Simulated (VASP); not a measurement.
# Be (Im-3m) in VASP: further runs

Aim: see how the results for Be move with the level of theory and the settings. Levels: BLYP+D3(BJ), PBEsol+D3(BJ), PBEsol. Tasks: relaxation of cell and atoms.

All numbers are computed with VASP 6.6.1; they aren't measurements. Logs are shortened: lines on timing, memory, paths and dates and some standing lists are left out, and cuts for length are marked.

**1. The cell of the first run**

It takes space group Im-3m (No. 229, cubic). Conventional cell: a = 2.506 Å, b = 2.506 Å, c = 2.506 Å, α = 90.00°, β = 90.00°, γ = 90.00°. Be (site symmetry m-3m) has 14 Be at 2.17 to 2.51 Å within 2.9 Å.

**2. Relaxation of cell and atoms, BLYP+D3(BJ)**

Contents of INCAR:

```
SYSTEM = Be
  AGGAC = 1.0
  AGGAX = 1.0
  ALDAC = 0.0
  ALDAX = 1.0
  ALGO = Normal
  EDIFF = 1E-6
  EDIFFG = -0.001
  ENCUT = 600
  GGA = B5
  IBRION = 2
  ISIF = 3
  ISMEAR = 1
  IVDW = 12
  LASPH = .TRUE.
  LCHARG = .FALSE.
  LREAL = .FALSE.
  LWAVE = .FALSE.
  NELM = 100
  NSW = 80
  PREC = Accurate
  SIGMA = 0.1
  VDW_A1 = 0.4298
  VDW_A2 = 4.2359
  VDW_S6 = 1.0
  VDW_S8 = 2.6996
```

Contents of KPOINTS:

```
k-points
0
G
  16 16 16
  0 0 0
```

Contents of POSCAR:

```
Be
1.0
    2.1704690000      0.0000000000      0.0000000000
   -0.7234896440      2.0463378057      0.0000000000
   -0.7234896440     -1.0231688548      1.7721805522
Be
1
Direct
    0.0000000000      0.0000000000      0.0000000000
```

Potentials or basis: VASP PAW PBE potentials, release 64 (Be).

The run is started by

```bash
$ cat potpaw_PBE.64/Be/POTCAR > POTCAR
$ mpirun -np 1 vasp_std > vasp.out
```

OUTCAR:

```text
SYSTEM = Be
   EDIFF = 1E-6
   EDIFFG = -0.001
   ENCUT = 600
   GGA = B5
   IBRION = 2
   ISIF = 3
   ISMEAR = 1
   IVDW = 12
   LASPH = .TRUE.
   LREAL = .FALSE.
   NELM = 100
   NSW = 80
   PREC = Accurate
 IVDW          = 12

 ion  position               nearest neighbor table
   1  0.000  0.000  0.000-

  LATTYP: Found a body centered cubic cell.
 ALAT       =     2.5062417228

  Lattice vectors:

 A1 = (   2.1704690000,   0.0000000000,   0.0000000000)
 A2 = (  -0.7234896440,   2.0463378057,   0.0000000000)
 A3 = (  -0.7234896440,  -1.0231688548,   1.7721805522)

Analysis of symmetry for initial positions (statically):
=====================================================================
 Subroutine PRICEL returns:
 Original cell was already a primitive cell.

 Routine SETGRP: Setting up the symmetry group for a
 body centered cubic supercell.

 Subroutine GETGRP returns: Found 48 space group operations
 (whereof 48 operations were pure point group operations)
 out of a pool of 48 trial point group operations.

The static configuration has the point symmetry O_h .

Analysis of symmetry for dynamics (positions and initial velocities):
=====================================================================
 Subroutine PRICEL returns:
 Original cell was already a primitive cell.

 Routine SETGRP: Setting up the symmetry group for a
 body centered cubic supercell.

 Subroutine GETGRP returns: Found 48 space group operations
 (whereof 48 operations were pure point group operations)
 out of a pool of 48 trial point group operations.

The dynamic configuration has the point symmetry O_h .

 Subroutine INISYM returns: Found 48 space group operations
 (whereof 48 operations are pure point group operations),
 and found     1 'primitive' translations

----------------------------------------------------------------------------------------

                                     Primitive cell

  volume of cell :       7.8712

  direct lattice vectors                    reciprocal lattice vectors
     2.170469000  0.000000000  0.000000000     0.460729916  0.162892618  0.282138282
    -0.723489644  2.046337806  0.000000000     0.000000000  0.488677870  0.282138282
    -0.723489644 -1.023168855  1.772180552     0.000000000  0.000000000  0.564276591

  length of vectors
     2.170469000  2.170469000  2.170469000     0.564276591  0.564276591  0.564276591

  position of ions in fractional coordinates (direct lattice)
     0.000000000  0.000000000  0.000000000

  ion indices of the primitive-cell ions
   primitive index   ion index
                 1           1
[... 59 lines left out ...]
   ions per type =               1
   NGX,Y,Z   is equivalent  to a cutoff of  13.79, 13.79, 13.79 a.u.
   NGXF,Y,Z  is equivalent  to a cutoff of  27.57, 27.57, 27.57 a.u.
 SYSTEM =  Be
   PREC   = accura    normal or accurate (medium, high low for compatibility)
   ISTART =      0    job   : 0-new  1-cont  2-samecut
   ICHARG =      2    charge: 1-file 2-atom 10-const
   ISPIN  =      1    spin polarized calculation?
   LNONCOLLINEAR =      F non collinear calculations
   LSORBIT =      F    spin-orbit coupling
   LASPH  =      T    aspherical Exc in radial PAW
   ENCUT  =  600.0 eV  44.10 Ry    6.64 a.u.   4.33  4.33  4.33*2*pi/ulx,y,z
   NELM   =    100;   NELMIN=  2; NELMDL= -5     # of ELM steps
   EDIFF  = 0.1E-05   stopping-criterion for ELM
   LREAL  =      F    real-space projection
   EDIFFG = -.1E-02   stopping-criterion for IOM
   NSW    =     80    number of steps for IOM
   IBRION =      2    ionic relax: 0-MD 1-quasi-New 2-CG
   NFREE  =      1    steps in history (QN), initial steepest desc. (CG)
   ISIF   =      3    stress and relaxation
   ISYM   =      2    0-nonsym 1-usesym 2-fastsym
   POTIM  = 0.5000    time-step for ionic-motion
   TEBEG  =    0.0;   TEEND  =   0.0 temperature during run
   PSTRESS=    0.0 pullay stress
   NELECT =       2.0000    total number of electrons
   NUPDOWN=      -1.0000    fix difference up-down
   EMIN   =  10.00;   EMAX   =-10.00  energy-range for DOS
   EFERMI =   0.00;   METHOD = LEGACY
   ISMEAR =     1;   SIGMA  =   0.10  broadening in eV -4-tet -1-fermi 0-gaus
   EFERMI_NEDOS =   21; number of points for ismear=-14 and -15
   IALGO  =     38    algorithm
   IMIX   =      4    mixing-type and parameters
     AMIX     =   0.40;   BMIX     =  1.00
     AMIX_MAG =   1.60;   BMIX_MAG =  1.00
  volume/ion in A,a.u.               =       7.87        53.12
  Fermi-wavevector in a.u.,A,eV,Ry     =   1.036904  1.959464 14.628574  1.075170
  Thomas-Fermi vector in A             =   2.171317
   LORBIT       =      0    0 simple, 1 ext, 2 COOP (PROOUT), +10 PAW based schemes
   GGA     = B5    functional components
   LHFCALC =     F    Hartree Fock is set to
   AEXX    =    0.0000 exact exchange contribution
   IVDW    =    12    specifies the selected vdW correction
   LEPSILON=     F    determine dielectric tensor
   LRPA    =     F    only Hartree local field effects (RPA)
 conjugate gradient relaxation of ions
 non-spin polarized calculation
 Methfessel and Paxton  Order N= 1 SIGMA  =   0.10
  energy-cutoff  :      600.00
  volume of cell :        7.87
 maximum number of plane-waves:       276
 NGX is ok and might be reduce to    18
   NGX =  9   NGY =  9   NGZ =  9

--------------------------------------- Ionic step        1  -------------------------------------------

 number of electron       2.0000000 magnetization

 Free energy of the ion-electron system (eV)
  ---------------------------------------------------
  ext. energy  EPLUGINS =         0.00000000
  ---------------------------------------------------
  free energy    TOTEN  =        -2.99624779 eV

  energy without entropy =       -2.99653149  energy(sigma->0) =       -2.99634235

------------------------ aborting loop because EDIFF is reached ----------------------------------------

 Edisp (eV)   -0.73551

 E8    (eV) :    -0.4829
[... 147 lines left out ...]
--------------------------------------- Ionic step        5  -------------------------------------------

 number of electron       2.0000000 magnetization

 Free energy of the ion-electron system (eV)
  ---------------------------------------------------
  ext. energy  EPLUGINS =         0.00000000
  ---------------------------------------------------
  free energy    TOTEN  =        -2.93664711 eV

  energy without entropy =       -2.93690941  energy(sigma->0) =       -2.93673455

 E-fermi :   9.4434     XC(G=0): -10.5767

 val. band max:        9.3501417040   @ k =  -0.4375   0.4375   0.3750
 cond. band min:       9.5813458273   @ k =   0.3125   0.2500   0.1250
 fundamental gap:      0.2312041233
 Fermi energy:         9.4434436136

 k-point     1 :       0.0000    0.0000    0.0000
  band No.  band energies     occupation
      1      -3.3606      2.00000
      2      31.0340      0.00000
      3      31.0340      0.00000
      4      31.0340      0.00000
      5      43.3927      0.00000
[... 177 lines left out ...]
 k-point    24 :       0.2500    0.1875    0.0000
  band No.  band energies     occupation
      1       1.9310      2.00000
      2      15.5572      0.00000
      3      20.0046      0.00000
      4      25.1807      0.00000
      5      38.3473      0.00000

 [... further k-points ...]

------------------------ aborting loop because EDIFF is reached ----------------------------------------

 Edisp (eV)   -0.85441

 E8    (eV) :    -0.5620
[... 24 lines left out ...]
  FREE ENERGIE OF THE ION-ELECTRON SYSTEM (eV)
  ---------------------------------------------------
  free  energy   TOTEN  =        -3.7910541784 eV

  energy  without entropy=       -3.7913164830  energy(sigma->0) =       -3.79114161

 reached required accuracy - stopping structural energy minimisation
```

OSZICAR:

```text
N       E                     dE             d eps       ncg     rms          rms(c)
DAV:   1    -0.637197111599E+00   -0.63720E+00   -0.11881E+03  1505   0.363E+02
DAV:   2    -0.302597764212E+01   -0.23888E+01   -0.20434E+01  1925   0.424E+01
DAV:   3    -0.303894365470E+01   -0.12966E-01   -0.12971E-01  1705   0.279E+00
[... 26 lines left out ...]
DAV:   2    -0.293539028002E+01    0.34518E-06   -0.17153E-07  1730   0.423E-03
   4 F= -.37910474E+01 E0= -.37911348E+01  d E =-.592855E-01
       N       E                     dE             d eps       ncg     rms          rms(c)
DAV:   1    -0.293664762973E+01   -0.12570E-02   -0.20229E-05  1520   0.591E-02    0.241E-03
DAV:   2    -0.293664711026E+01    0.51947E-06   -0.47986E-08   970   0.237E-03
   5 F= -.37910542E+01 E0= -.37911416E+01  d E =-.678003E-05
```

CONTCAR:

```text
Be
   1.00000000000000
     2.0699193852529238   -0.0000000011153242   -0.0000000019317981
    -0.6899731078525732    1.9515387190440907   -0.0000000019300164
    -0.6899731078525732   -0.9757693153694633    1.6900821326505768
  Be
     1
Direct
     0.0000000000000000    0.0000000000000000    1.0000000000000000

  0.00000000E+00  0.00000000E+00  0.00000000E+00
```

Run time: 23 s. Hardware: 1 thread of AMD EPYC 7R43 (Zen 3), shared host; peak memory 0.1 GiB.

What came out:

| Property | Result |
| --- | --- |
| Free energy | -3.7911 eV |
| Relaxed volume | 6.83 Å³/atom |
| Relaxed cell | a = 2.070 Å, b = 2.070 Å, c = 2.070 Å, α = 109.47°, β = 109.47°, γ = 109.47° |
| Space group after relaxing (to 0.05 Å) | Im-3m (No. 229) |
| Energy gained by relaxing | 59.3 meV/atom |
| Ionic steps | 5 |
| Pressure after relaxing | 0.0 GPa |
| Band gap on the k mesh | zero (band 1 reaches 14.01 eV, above the bottom of band 2 at 8.26 eV) |
| Dispersion energy per atom | -0.854 eV |

The path:
| step | energy change (eV) | largest force (eV/Å) | pressure (GPa) | volume (Å³) |
| --- | --- | --- | --- | --- |
| 1 | 0.0000 | 0.0000 | -16.39 | 7.87 |
| 2 | -0.0576 | 0.0000 | -3.30 | 6.99 |
| 3 | -0.0593 | 0.0000 | -0.21 | 6.84 |
| 4 | -0.0593 | 0.0000 | 0.22 | 6.82 |
| 5 | -0.0593 | 0.0000 | 0.00 | 6.83 |

Final structure:
```yaml
crystal:
  lattice:
    - [2.06992, 0.00000, 0.00000]
    - [-0.68997, 1.95154, 0.00000]
    - [-0.68997, -0.97577, 1.69008]
  atoms:
    - { symbol: Be, position: [0.00000, 0.00000, 0.00000] }
```

Caveat: the PAW data sets were made with another functional, which shifts forces and pressure a little; pairwise dispersion overbinds metals, which lowers pressure and volume.

**3. Relaxation of cell and atoms, PBEsol+D3(BJ)**

Contents of INCAR:

```
SYSTEM = Be
ALGO = Normal
EDIFF = 1E-7
EDIFFG = -0.001
ENCUT = 600
GGA = PS
IBRION = 2
ISIF = 3
ISMEAR = 1
IVDW = 12
LASPH = .TRUE.
LCHARG = .FALSE.
LREAL = .FALSE.
LWAVE = .FALSE.
NELM = 100
NSW = 80
PREC = Accurate
SIGMA = 0.1
```

KPOINTS is that of step 2.

POSCAR is that of step 2.

Potentials or basis: VASP PAW PBE potentials, release 64 (Be).

The run is started by

```bash
$ cat potpaw_PBE.64/Be/POTCAR > POTCAR
$ mpirun -np 1 vasp_std > vasp.out
```

It took 15 s on 1 thread of AMD EPYC 7R43 (Zen 3), shared host; peak memory 0.1 GiB.

It converged, with:

- Free energy: -4.1834 eV
- Relaxed volume: 7.41 Å³/atom
- Relaxed cell: a = 2.128 Å, b = 2.128 Å, c = 2.128 Å, α = 109.47°, β = 109.47°, γ = 109.47°
- Space group after relaxing (to 0.05 Å): Im-3m (No. 229)
- Energy gained by relaxing: 10.7 meV/atom
- Ionic steps: 5
- Pressure after relaxing: 0.0 GPa
- Band gap on the k mesh: zero (band 1 reaches 12.57 eV, above the bottom of band 2 at 7.12 eV)
- Dispersion energy per atom: -0.289 eV

Step by step:
| step | energy change (eV) | largest force (eV/Å) | pressure (GPa) | volume (Å³) |
| --- | --- | --- | --- | --- |
| 1 | 0.0000 | 0.0000 | -7.18 | 7.87 |
| 2 | -0.0105 | 0.0000 | -1.07 | 7.48 |
| 3 | -0.0107 | 0.0000 | -0.04 | 7.42 |
| 4 | -0.0107 | 0.0000 | 0.12 | 7.41 |
| 5 | -0.0107 | 0.0000 | 0.01 | 7.41 |

Final structure:
```
Be
1.0
     2.12768    0.00000    0.00000
    -0.70923    2.00600    0.00000
    -0.70923   -1.00300    1.73724
Be
1
Direct
  0.00000 0.00000 0.00000
```

Levels at points of the mesh, in eV from the Fermi level:
```
           k point  band 1  band 2  band 3  band 4  band 5
(0.00, 0.00, 0.00)  -12.37   20.53   20.53   20.53   32.12
(0.50, 0.00, 0.00)   -5.27    0.79   13.04   16.36   21.35
(0.50, 0.50, 0.50)    4.35    4.35    4.35   10.31   10.31
```

Caveat: the PAW data sets were made with another functional, which shifts forces and pressure a little; pairwise dispersion overbinds metals, which lowers pressure and volume.

**4. Relaxation of cell and atoms, PBEsol**

Contents of INCAR:

```
SYSTEM = Be
  PREC = Accurate
  ENCUT = 600
  EDIFF = 1E-7
  ISMEAR = 1
  SIGMA = 0.1
  LREAL = .FALSE.
  LASPH = .TRUE.
  NELM = 60
  ALGO = Normal
  ISIF = 3
  LWAVE = .FALSE.
  LCHARG = .FALSE.
  GGA = PS
  IBRION = 2
  NSW = 80
  EDIFFG = -0.001
```

Contents of KPOINTS:

```
Automatic mesh
0
G
  16 16 16
  0 0 0
```

POSCAR is that of step 3.

The run is started by

```bash
$ cat potpaw_PBE.64/Be/POTCAR > POTCAR
$ mpirun -np 1 vasp_std > vasp.out
```

It took 9.4 s on 1 thread of AMD EPYC 7R43 (Zen 3), shared host; peak memory 0.08 GiB.

The run converged. Its results:

```yaml
Free_energy: -3.9011 eV
Relaxed_volume: 7.77 Å³/atom
Relaxed_cell: a = 2.161 Å, b = 2.161 Å, c = 2.161 Å, α = 109.47°, β = 109.47°, γ = 109.47°
Space_group_after_relaxing_to_0.05_Å: Im-3m (No. 229)
Energy_gained_by_relaxing: 0.5 meV/atom
Ionic_steps: 3
Pressure_after_relaxing: 0.0 GPa
Band_gap_on_the_k_mesh: zero (band 1 reaches 12.01 eV, above the bottom of band 2 at 6.77 eV)
```

Step by step:
```tsv
step	energy change (eV)	largest force (eV/Å)	pressure (GPa)	volume (Å³)
1	0.0000	0.0000	-1.62	7.87
2	-0.0005	0.0000	-0.21	7.78
3	-0.0005	0.0000	-0.01	7.77
```

Final structure:
```
Be
1.0
     2.16096    0.00000    0.00000
    -0.72032    2.03737    0.00000
    -0.72032   -1.01869    1.76442
Be
1
Direct
  0.00000 0.00000 0.00000
```

Levels at points of the mesh, in eV from the Fermi level:
```csv
k point,band 1,band 2,band 3,band 4
"(0.00, 0.00, 0.00)",-12.10,19.76,19.76,19.76
"(0.50, 0.00, 0.00)",-5.08,0.63,12.56,15.79
"(0.50, 0.50, 0.50)",4.19,4.19,4.19,10.07
```

Caveat: the PAW data sets were made with another functional, which shifts forces and pressure a little.

**5. The runs side by side**

```csv
level,gap on the mesh (eV),pressure (GPa),relaxed volume (Å³/atom)
BLYP+D3(BJ),none,0.0,6.83
PBEsol+D3(BJ),none,0.0,7.41
PBEsol,none,0.0,7.77
```

Alike in all rows: task relaxation of cell and atoms; potentials or basis VASP PAW PBE potentials, release 64 (Be); no spin polarisation; cell relaxed; k mesh 16 × 16 × 16; cutoff (eV) 600; smearing methfessel-paxton 0.1 eV.

Caveats: the PAW data sets were made with another functional, which shifts forces and pressure a little; pairwise dispersion overbinds metals, which lowers pressure and volume (some runs).

Absolute energies hang on the potentials; compare differences alone.
